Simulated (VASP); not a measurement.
MgC18, 19 atoms in the cell. The cell holds a slab with vacuum, 19 atoms: a = 7.398 Å, b = 7.398 Å, c = 13.000 Å, α = 90.00°, β = 90.00°, γ = 120.00°. 

- Program: VASP 6.6.1
- Task: single point
- Functional: PBE
- Potentials or basis: VASP PAW PBE potentials, release 64 (C, Mg)
- Cutoff: 520 eV
- k mesh: 2 × 2 × 1
- Occupations: fermi-dirac, width 0.02 eV
- Spin: no spin polarisation
- Dipole correction: no
- Further INCAR settings: LREAL = Auto; ALGO = Normal; EDIFF = 1e-07; NBANDS = 52

Potentials or basis: VASP PAW PBE potentials, release 64 (C, Mg).

Command:

```bash
$ cat potpaw_PBE.64/C/POTCAR potpaw_PBE.64/Mg/POTCAR > POTCAR
$ mpirun -np 1 vasp_std > vasp.out
```

Hardware: 1 thread of Intel Xeon 6975P-C (shared host).

Estimate the wall time of this run.

Run time: 4.7 min on 1 thread of Intel Xeon 6975P-C (shared host), peak memory 0.63 GiB. Counts: scf iterations 21, k points 4.
